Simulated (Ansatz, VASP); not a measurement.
**One calculation of Ba, two programs**

```
CELL_PARAMETERS angstrom
3.60219 -2.61788 0.00000
3.60219 2.61788 0.00000
0.00000 0.00000 7.31472
ATOMIC_POSITIONS crystal
Ba 0.77657 0.22343 0.25000
Ba 0.22343 0.77657 0.75000
```

Alike in both runs: task single point; functional PBEsol; k mesh 10 × 10 × 6; occupations gaussian, width 0.1 eV; no spin polarisation.

|  | VASP | Ansatz |
| --- | --- | --- |
| version | VASP 6.6.1 | Ansatz 0.2.0 |
| potentials or method | VASP PAW PBE potentials, release 64 (Ba_sv), cutoff 520 eV | scalar-relativistic, plane waves, PAW |
| valence electrons in the cell | 20 | 20 |

```tsv
	VASP	Ansatz	Ansatz less VASP
gap on the k mesh at the Fermi level (eV)	none	none	-
pressure (GPa)	-1.2	-1.2	-0.03
traceless stress, the component that is largest in VASP (GPa)	0.11	0.11	0.000
rms of the force components (eV/Å)	0.099	0.098	-0.0010
```

VASP's potentials were made for PBE, not for PBEsol. Atom by atom the forces differ by 0.001 eV/Å (rms over components). A gap of «none» marks a metal or a gap that the smearing closes.

Neither program's run includes spin-orbit coupling.
